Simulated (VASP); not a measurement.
# Fe (Im-3m) in VASP: a series of runs, part 2 of 2

VASP 6.6.1.

## (3) Single point, RPBE+U, collinear spin, ferromagnetic start

The input, INCAR:

```
SYSTEM = Fe
  PREC = Accurate
  ENCUT = 600
  EDIFF = 1E-6
  ISMEAR = 1
  SIGMA = 0.01
  LREAL = .FALSE.
  LASPH = .TRUE.
  NELM = 200
  ALGO = Normal
  ISIF = 2
  LWAVE = .FALSE.
  LCHARG = .FALSE.
  ISPIN = 2
  MAGMOM = 3.19
  LORBIT = 11
  LMAXMIX = 4
  LDAU = .TRUE.
  LDAUTYPE = 2
  LDAUL = 2
  LDAUU = 4.5
  LDAUJ = 0
  LDAUPRINT = 1
  GGA = RP
  NBANDS = 14
  GGA_COMPAT = .FALSE.
```

The input, KPOINTS:

```
Automatic mesh
0
G
  13 13 13
  0 0 0
```

The input, POSCAR:

```
Fe
1.0
   -1.4430000000      1.4430000000      1.4430000000
    1.4430000000     -1.4430000000      1.4430000000
    1.4430000000      1.4430000000     -1.4430000000
Fe
1
Direct
    0.0000000000      0.0000000000      0.0000000000
```

Potentials or basis: VASP PAW PBE potentials, release 64 (Fe).

Started as:

```console
$ cat potpaw_PBE.64/Fe/POTCAR > POTCAR
$ mpirun -np 1 vasp_std > vasp.out
```

OUTCAR:

```text
SYSTEM = Fe
   PREC = Accurate
   ENCUT = 600
   EDIFF = 1E-6
   ISMEAR = 1
   LREAL = .FALSE.
   LASPH = .TRUE.
   NELM = 200
   ISIF = 2
   ISPIN = 2
   LORBIT = 11
   GGA = RP

 ion  position               nearest neighbor table
   1  0.000  0.000  0.000-

  LATTYP: Found a body centered cubic cell.
 ALAT       =     2.8860000000

  Lattice vectors:

 A1 = (  -1.4430000000,   1.4430000000,   1.4430000000)
 A2 = (   1.4430000000,  -1.4430000000,   1.4430000000)
 A3 = (   1.4430000000,   1.4430000000,  -1.4430000000)

Analysis of symmetry for initial positions (statically):
=====================================================================
 Subroutine PRICEL returns:
 Original cell was already a primitive cell.

 Routine SETGRP: Setting up the symmetry group for a
 body centered cubic supercell.

 Subroutine GETGRP returns: Found 48 space group operations
 (whereof 48 operations were pure point group operations)
 out of a pool of 48 trial point group operations.

The static configuration has the point symmetry O_h .

Analysis of symmetry for dynamics (positions and initial velocities):
=====================================================================
 Subroutine PRICEL returns:
 Original cell was already a primitive cell.

 Routine SETGRP: Setting up the symmetry group for a
 body centered cubic supercell.

 Subroutine GETGRP returns: Found 48 space group operations
 (whereof 48 operations were pure point group operations)
 out of a pool of 48 trial point group operations.

The dynamic configuration has the point symmetry O_h .

Analysis of structural, dynamic, and magnetic symmetry:
=====================================================================
 Subroutine PRICEL returns:
 Original cell was already a primitive cell.

 Routine SETGRP: Setting up the symmetry group for a
 body centered cubic supercell.

 Subroutine GETGRP returns: Found 48 space group operations
 (whereof 48 operations were pure point group operations)
 out of a pool of 48 trial point group operations.

The overall configuration has the point symmetry O_h .

 Subroutine INISYM returns: Found 48 space group operations
 (whereof 48 operations are pure point group operations),
 and found     1 'primitive' translations

----------------------------------------------------------------------------------------

                                     Primitive cell

  volume of cell :      12.0187

  direct lattice vectors                    reciprocal lattice vectors
    -1.443000000  1.443000000  1.443000000     0.000000000  0.346500347  0.346500347
     1.443000000 -1.443000000  1.443000000     0.346500347  0.000000000  0.346500347
     1.443000000  1.443000000 -1.443000000     0.346500347  0.346500347  0.000000000

  length of vectors
     2.499349315  2.499349315  2.499349315     0.490025489  0.490025489  0.490025489

  position of ions in fractional coordinates (direct lattice)
     0.000000000  0.000000000  0.000000000

  ion indices of the primitive-cell ions
[... 107 lines left out ...]
   LEPSILON=     F    determine dielectric tensor
   LRPA    =     F    only Hartree local field effects (RPA)
 spin polarized calculation
 Methfessel and Paxton  Order N= 1 SIGMA  =   0.01
  energy-cutoff  :      600.00
  volume of cell :       12.02
 maximum number of plane-waves:       415
   NGX =  9   NGY =  9   NGZ =  9

atom =   1  type =  1  l = 2

 onsite density matrix

spin component  1

  0.9378 -0.0000  0.0000  0.0000  0.0000
 -0.0000  0.9378  0.0000 -0.0000 -0.0000
  0.0000  0.0000  0.9445  0.0000  0.0000
  0.0000 -0.0000  0.0000  0.9378  0.0000
  0.0000 -0.0000  0.0000  0.0000  0.9445

spin component  2

  0.3711 -0.0000  0.0000  0.0000  0.0000
 -0.0000  0.3711  0.0000 -0.0000 -0.0000
  0.0000  0.0000  0.1933  0.0000  0.0000
  0.0000 -0.0000  0.0000  0.3711  0.0000
  0.0000 -0.0000  0.0000  0.0000  0.1933

 occupancies and eigenvectors

  o =  0.1933  v =  0.0000  0.0000  0.0000  0.0000  0.0000  0.0000 -0.0000  0.0188  0.0000 -0.9998      0.0000  0.0000  0.0000  0.0000  0.0000  0.0000  0.0000  0.0000  0.0000  0.0000
  o =  0.1933  v =  0.0000  0.0000  0.0000  0.0000  0.0000 -0.0000  0.0000  0.9998 -0.0000  0.0188      0.0000  0.0000  0.0000  0.0000  0.0000  0.0000  0.0000  0.0000  0.0000  0.0000
  o =  0.3711  v =  0.0000  0.0000  0.0000  0.0000  0.0000 -0.0062  0.0253  0.0000  0.9997  0.0000      0.0000  0.0000  0.0000  0.0000  0.0000  0.0000  0.0000  0.0000  0.0000  0.0000
  o =  0.3711  v =  0.0000  0.0000  0.0000  0.0000  0.0000 -0.2622 -0.9647 -0.0000  0.0228  0.0000      0.0000  0.0000  0.0000  0.0000  0.0000  0.0000  0.0000  0.0000  0.0000  0.0000
  o =  0.3711  v =  0.0000  0.0000  0.0000  0.0000  0.0000  0.9650 -0.2620  0.0000  0.0127  0.0000      0.0000  0.0000  0.0000  0.0000  0.0000  0.0000  0.0000  0.0000  0.0000  0.0000
  o =  0.9378  v =  0.7344 -0.0212 -0.0000 -0.6784 -0.0000  0.0000  0.0000  0.0000  0.0000  0.0000      0.0000  0.0000  0.0000  0.0000  0.0000  0.0000  0.0000  0.0000  0.0000  0.0000
  o =  0.9378  v =  0.6687  0.1939 -0.0000  0.7178  0.0000  0.0000  0.0000  0.0000  0.0000  0.0000      0.0000  0.0000  0.0000  0.0000  0.0000  0.0000  0.0000  0.0000  0.0000  0.0000
  o =  0.9378  v = -0.1163  0.9808 -0.0000 -0.1566  0.0000  0.0000  0.0000  0.0000  0.0000  0.0000      0.0000  0.0000  0.0000  0.0000  0.0000  0.0000  0.0000  0.0000  0.0000  0.0000
  o =  0.9445  v = -0.0000  0.0000  0.0344  0.0000 -0.9994  0.0000  0.0000  0.0000  0.0000  0.0000      0.0000  0.0000  0.0000  0.0000  0.0000  0.0000  0.0000  0.0000  0.0000  0.0000
  o =  0.9445  v =  0.0000  0.0000  0.9994  0.0000  0.0344  0.0000  0.0000  0.0000  0.0000  0.0000      0.0000  0.0000  0.0000  0.0000  0.0000  0.0000  0.0000  0.0000  0.0000  0.0000

 number of electron       7.9999995 magnetization       2.9276254

 Free energy of the ion-electron system (eV)
  ---------------------------------------------------
  ext. energy  EPLUGINS =         0.00000000
  ---------------------------------------------------
  free energy    TOTEN  =        -4.45115459 eV

  energy without entropy =       -4.45109683  energy(sigma->0) =       -4.45113533

 E-fermi :   5.8378     XC(G=0): -12.6594

 val. band max:        5.8362797691   @ k =  -0.3077   0.3077   0.1538
 cond. band min:       5.8392638229   @ k =   0.1538   0.0769  -0.0000
 fundamental gap:      0.0029840538
 Fermi energy:         5.8378250624

 spin component 1

 k-point     1 :       0.0000    0.0000    0.0000
  band No.  band energies     occupation
      1      -2.5793      1.00000
      2       0.9378      1.00000
      3       0.9378      1.00000
      4       0.9378      1.00000
      5       2.0823      1.00000
      6       2.0823      1.00000
      7      30.0660      0.00000
      8      30.0660      0.00000
      9      30.0660      0.00000
     10      32.7989      0.00000
     11      32.7989      0.00000
     12      32.7989      0.00000
[... 793 lines left out ...]
      3       5.3989      1.00000
      4       8.5729      0.00000
      5       8.6425      0.00000
      6       9.0701      0.00000
      7      19.4333      0.00000
      8      22.8790      0.00000
      9      24.9106      0.00000
     10      31.5239      0.00000
     11      36.4305      0.00000
     12      37.7955      0.00000
     13      39.7558      0.00000
     14      43.5910      0.00000

 [... further k-points ...]

------------------------ aborting loop because EDIFF is reached ----------------------------------------

  FORCE on cell =-STRESS in cart. coord.  units (eV):
  Direction    XX          YY          ZZ          XY          YZ          ZX
  --------------------------------------------------------------------------------------
  -------------------------------------------------------------------------------------
  Total        1.3299320      1.3299320      1.3299320      0.0000000     -0.0000000     -0.0000000
  in kB      177.2886918    177.2886918    177.2886918      0.0000000     -0.0000000     -0.0000000
  external PRESSURE =     177.2886918 kB  Pullay stress =       0.0000000 kB

 VOLUME and BASIS-vectors are now :
 -----------------------------------------------------------------------------
  energy-cutoff  :      600.00
  volume of cell :       12.02
      direct lattice vectors                 reciprocal lattice vectors
    -1.443000000  1.443000000  1.443000000     0.000000000  0.346500347  0.346500347
     1.443000000 -1.443000000  1.443000000     0.346500347  0.000000000  0.346500347
     1.443000000  1.443000000 -1.443000000     0.346500347  0.346500347  0.000000000

 POSITION                                       TOTAL-FORCE (eV/Angst)
 -----------------------------------------------------------------------------------
      0.00000      0.00000      0.00000        -0.000000     -0.000000     -0.000000
 -----------------------------------------------------------------------------------
    total drift:                                0.000000      0.000000      0.000000

  FREE ENERGIE OF THE ION-ELECTRON SYSTEM (eV)
  ---------------------------------------------------
  free  energy   TOTEN  =        -4.4511545890 eV

  energy  without entropy=       -4.4510968254  energy(sigma->0) =       -4.45113533

 total charge

# of ion       s       p       d       tot
------------------------------------------
    1        0.481   0.528   6.178   7.186

 magnetization (x)

# of ion       s       p       d       tot
------------------------------------------
    1       -0.025  -0.126   3.202   3.052
```

It took 31 s on 1 thread of Intel Xeon Platinum 8488C (Sapphire Rapids), shared host; peak memory 0.15 GiB.

What came out:

- Free energy: -4.4512 eV
- Pressure: 17.7 GPa
- Net moment: 2.93 μB per cell
- Site moments: Fe +3.05 μB
- Valence electrons inside the program's atomic spheres: Fe 7.19

Eigenvalues of the final occupation matrices:
| site | spin | trace | eigenvalues |
| --- | --- | --- | --- |
| site 1 d | 1 | 4.70 | 0.94 0.94 0.94 0.94 0.94 |
| site 1 d | 2 | 1.50 | 0.19 0.19 0.37 0.37 0.37 |

Caveat: the cell stands under pressure; the PAW data sets were made with another functional, which shifts forces and pressure a little; the U is typed as a test and isn't derived for this compound. The state reached can hang on the start; a lower one may exist.

## (4) Single point, PBEsol, collinear spin, ferromagnetic start

POSCAR is that of step 3.

The input, INCAR.step1:

```
PREC = Accurate
ENCUT = 520
EDIFF = 1E-6
ISMEAR = -1
SIGMA = 0.05
LREAL = False
LASPH = True
NELM = 150
ALGO = Normal
ISIF = 2
LWAVE = False
LCHARG = True
ISPIN = 2
MAGMOM = 3
LMAXMIX = 4
GGA = PS
NBANDS = 14
```

The input, KPOINTS.step1:

```
regular mesh
0
Gamma
  13 13 13
```

The input, INCAR.step2:

```
PREC = Accurate
ENCUT = 520
EDIFF = 1E-6
ISMEAR = -5
SIGMA = 0.05
LREAL = False
LASPH = True
NELM = 150
ALGO = Normal
ISIF = 2
LWAVE = False
LCHARG = False
ISPIN = 2
MAGMOM = 3
LORBIT = 11
LMAXMIX = 4
GGA = PS
NBANDS = 14
NEDOS = 1001
ICHARG = 11
```

The input, KPOINTS.step2:

```
regular mesh
0
Gamma
  20 20 20
```

Started as:

```console
$ cat potpaw_PBE.64/Fe/POTCAR > POTCAR
$ cp INCAR.step1 INCAR
$ cp KPOINTS.step1 KPOINTS
$ mpirun -np 1 vasp_std > vasp.out
$ cp INCAR.step2 INCAR
$ cp KPOINTS.step2 KPOINTS
$ mpirun -np 1 vasp_std > vasp.out
```

It took 44 s on 1 thread of Intel Xeon Platinum 8488C (Sapphire Rapids), shared host; peak memory 0.22 GiB.

The run converged. Its results:

| Item | Value |
| --- | --- |
| Net moment | 2.29 μB per cell |
| Site moments | Fe +2.29 μB |
| Valence electrons inside the program's atomic spheres | Fe 7.16 |

Levels at points of the mesh, in eV from the Fermi level:
Spin up:
```tsv
k point	band 2	band 3	band 4	band 5	band 6	band 7	band 8	band 9
(0.00, 0.00, 0.00)	-2.18	-2.18	-2.18	-1.02	-1.02	24.44	24.44	24.44
(0.50, 0.00, 0.00)	-3.18	-0.98	-0.85	0.30	0.51	6.86	17.86	19.31
(0.50, 0.50, 0.50)	-4.49	0.05	0.05	0.05	9.50	9.50	9.50	15.09
```
Spin down:
| k point | band 1 | band 2 | band 3 | band 4 | band 5 | band 6 | band 7 |
| --- | --- | --- | --- | --- | --- | --- | --- |
| (0.00, 0.00, 0.00) | -7.90 | -0.14 | -0.14 | -0.14 | 1.70 | 1.70 | 24.30 |
| (0.50, 0.00, 0.00) | -3.27 | -1.33 | 0.69 | 1.58 | 1.93 | 2.66 | 8.31 |
| (0.50, 0.50, 0.50) | -2.65 | -2.65 | 2.38 | 2.38 | 2.38 | 9.85 | 9.85 |

Caveat: the PAW data sets were made with another functional, which shifts forces and pressure a little; tetrahedron occupations give inexact forces and stress in metals.

## (5) Overview

```csv
task,level,U,k mesh,cutoff (eV),smearing,k mesh for the DOS,occupations for the DOS,moment (μB)
vibrations by perturbation theory,"pbe exchange, pbesol correlation",-,14 × 14 × 14,600,fermi-dirac 0.15 eV,-,-,2.28
single point,RPBE+U,Fe d U = 4.5 eV,13 × 13 × 13,600,methfessel-paxton 0.01 eV,-,-,2.93
single point,PBEsol,-,13 × 13 × 13,520,fermi-dirac 0.05 eV,20 × 20 × 20,tetrahedron,2.29
```

Alike in all rows: potentials or basis VASP PAW PBE potentials, release 64 (Fe); spin collinear, ferromagnetic start; cell as given.

Caveats: the PAW data sets were made with another functional, which shifts forces and pressure a little; the cell stands under pressure or tension, which shifts response properties (at least some runs); some modes are imaginary (at least some runs); the cell stands under pressure (at least some runs); the U is typed as a test and isn't derived for this compound (at least some runs); tetrahedron occupations give inexact forces and stress in metals (at least some runs).

Absolute energies hang on the potentials; compare differences alone.
